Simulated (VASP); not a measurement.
Input of a VASP 6.6.1 run:

INCAR

```
  PREC = Accurate
  ENCUT = 520
  EDIFF = 1E-6
  ISMEAR = 1
  SIGMA = 0.05
  LREAL = False
  LASPH = True
  NELM = 60
  ALGO = Normal
  ISIF = 2
  LWAVE = False
  LCHARG = False
  GGA = PE
  NBANDS = 17
```

File KPOINTS:

```
Automatic mesh
0
Gamma
  17 17 9
```

POSCAR

```
Pt
1.0
    2.7443608616      0.0000000000      0.0000000000
   -1.3721804308      2.3766862233      0.0000000000
    0.0000000000      0.0000000000      4.7555693671
Pt
2
Direct
    0.3333333333      0.6666666667      0.2500000000
    0.6666666667      0.3333333333      0.7500000000
```

Potentials or basis: VASP PAW PBE potentials, release 64 (Pt).

Command:

```console
$ cat potpaw_PBE.64/Pt/POTCAR > POTCAR
$ mpirun -np 1 vasp_std > vasp.out
```

Task: What does it give for the band gap on the k mesh?

Result: Zero (band 10 reaches 11.17 eV, above the bottom of band 11 at 9.93 eV).

Task: Predict the pressure.

Result: 3.3 GPa.

Stress tensor (GPa, compression positive):
```
3.54 0.00 0.00
0.00 3.54 0.00
0.00 0.00 2.96
```

Caveat: spin-orbit coupling is left out, which moves the levels of the heavy elements.
